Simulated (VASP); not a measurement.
Input of a VASP 6.6.1 run:

Contents of INCAR:

```
PREC = Accurate ; ENCUT = 520
EDIFF = 1E-6 ; ISMEAR = -1
SIGMA = 0.025 ; LREAL = False
LASPH = True ; NELM = 150
ALGO = Normal ; ISIF = 2
LWAVE = False ; LCHARG = False
MAGMOM = 0 0 7.3 ; LORBIT = 11
LSORBIT = True ; GGA_COMPAT = False
LORBMOM = True ; LMAXMIX = 6
GGA = PE ; NBANDS = 29
```

The input KPOINTS:

```
Automatic mesh
0
Gamma
  10 10 10
```

POSCAR

```
Gd
1.0
    0.0000000000      2.5858190855      2.5858190855
    2.5858190855      0.0000000000      2.5858190855
    2.5858190855      2.5858190855      0.0000000000
Gd
1
Direct
    0.0000000000      0.0000000000      0.0000000000
```

Potentials or basis: VASP PAW PBE potentials, release 64 (Gd).

The run is started by

```console
$ cat potpaw_PBE.64/Gd/POTCAR > POTCAR
$ mpirun -np 1 vasp_ncl > vasp.out
```

**Question.** What does it give for the pressure?

**Answer.** -1.3 GPa.

**Question.** What does it give for the net moment?

**Answer.** 7.47 μB per cell.

Moments on the atoms (μB; x, y, z):
```
Gd  0.00 0.00 6.89
```

 The state reached can hang on the start; a lower one may exist.
